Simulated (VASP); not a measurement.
Wanted: the native input for a VASP 6.6.1 run.

```yaml
Task: single point
Functional: PBE
Potentials_or_basis: VASP PAW PBE potentials, release 64 (Al, O)
Cutoff: 520 eV
k_mesh: 4 × 4 × 4
Occupations: gaussian, width 0.1 eV
Spin: no spin polarisation
Dipole_correction: no
Further_INCAR_settings: ALGO = Normal; EDIFF = 1e-06; NBANDS = 35
```

The structure of Al2O3 lies in POSCAR:

```
Al2O3
1.0
   -2.9229790730      2.9229790730     10.0860125183
    2.9229790730     -2.9229790730     10.0860125183
    2.9229790730      2.9229790730    -10.0860125183
Al O
4 6
Direct
    0.0834551916      0.0834551916      0.0000000000
    0.8334551916      0.3334551916      0.5000000000
    0.9165448084      0.9165448084      0.0000000000
    0.6665448084      0.1665448084      0.5000000000
    0.0000000000      0.0000000000      0.0000000000
    0.3750000000      0.1250000000      0.2500000000
    0.8750000000      0.1250000000      0.7500000000
    0.8750000000      0.1250000000      0.2500000000
    0.8750000000      0.6250000000      0.7500000000
    0.7500000000      0.2500000000      0.5000000000
```

One way to write it, as run:

INCAR

```
ALGO = Normal
EDIFF = 1E-6
ENCUT = 520
GGA = PE
ISIF = 2
ISMEAR = 0
LASPH = T
LCHARG = T
LELF = T
LREAL = F
LVHAR = T
LWAVE = F
NBANDS = 35
NELM = 100
PREC = Accurate
SIGMA = 0.1
```

KPOINTS

```
k-points
0
Gamma
  4 4 4
```

Potentials or basis: VASP PAW PBE potentials, release 64 (Al, O).

The run is started by

```bash
$ cat potpaw_PBE.64/Al/POTCAR potpaw_PBE.64/O/POTCAR > POTCAR
$ mpirun -np 1 vasp_std > vasp.out
```

It gave:

* Pressure: 0.1 GPa
* Largest force: 0.020 eV/Å
* Band gap on the k mesh: 3.42 eV, direct

Run time: 7.8 min on 1 thread of AMD EPYC 9R45 96-Core Processor (Zen 5) (shared host), peak memory 1 GiB.
